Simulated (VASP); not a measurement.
Ir:

```
CELL_PARAMETERS angstrom
2.46361 0.00000 0.00000
0.00000 2.46361 0.00000
0.00000 0.00000 2.46361
ATOMIC_POSITIONS crystal
Ir 0.00000 0.00000 0.00000
```

| Item | Value |
| --- | --- |
| Program | VASP 6.6.1 |
| Task | relaxation of cell and atoms |
| Functional | LDA |
| Potentials or basis | VASP PAW LDA potentials, release 64 (Ir_sv_GW) |
| Cutoff | 500 eV |
| k mesh | 15 × 15 × 15 |
| Occupations | fermi-dirac, width 0.1 eV |
| Spin | no spin polarisation |

At the start: pressure 24.8 GPa; volume 14.95 Å³/atom.

Question: Where does the relaxation end?

Answer: Over 17 steps the energy falls by 77.3 meV/atom and the volume is 16.02 Å³/atom (+7.2 %); space group Pm-3m (No. 221, to 0.05 Å).

Step by step:
```
step  energy change (eV)  largest force (eV/Å)  pressure (GPa)  volume (Å³)
   1              0.0000                0.0000           24.79        14.95
   2              0.6296                0.0000          -38.51        20.54
   3             -0.0763                0.0000           -2.44        16.16
   4             -0.0773                0.0000           -0.24        16.04
   5             -0.0773                0.0000            0.16        16.02
   6             -0.0773                0.0000            0.14        16.02
   7             -0.0773                0.0000            0.13        16.02
   8             -0.0773                0.0000            0.12        16.02
   9             -0.0773                0.0000            0.12        16.02
  10             -0.0773                0.0000            0.12        16.02
  11             -0.0773                0.0000            0.12        16.02
  12             -0.0773                0.0000            0.12        16.02
  13             -0.0773                0.0000            0.12        16.02
  14             -0.0773                0.0000            0.11        16.02
  15             -0.0773                0.0000            0.10        16.02
  16             -0.0773                0.0000            0.08        16.02
  17             -0.0773                0.0000            0.04        16.02
```

Final structure:
```cif
data_structure
_symmetry_space_group_name_H-M 'P 1'
_symmetry_Int_Tables_number 1
_cell_length_a 2.5210
_cell_length_b 2.5210
_cell_length_c 2.5210
_cell_angle_alpha 90.000
_cell_angle_beta 90.000
_cell_angle_gamma 90.000
_cell_volume 16.02
loop_
_atom_site_label
_atom_site_type_symbol
_atom_site_fract_x
_atom_site_fract_y
_atom_site_fract_z
_atom_site_occupancy
Ir1 Ir 0.00000 0.00000 0.00000 1
```
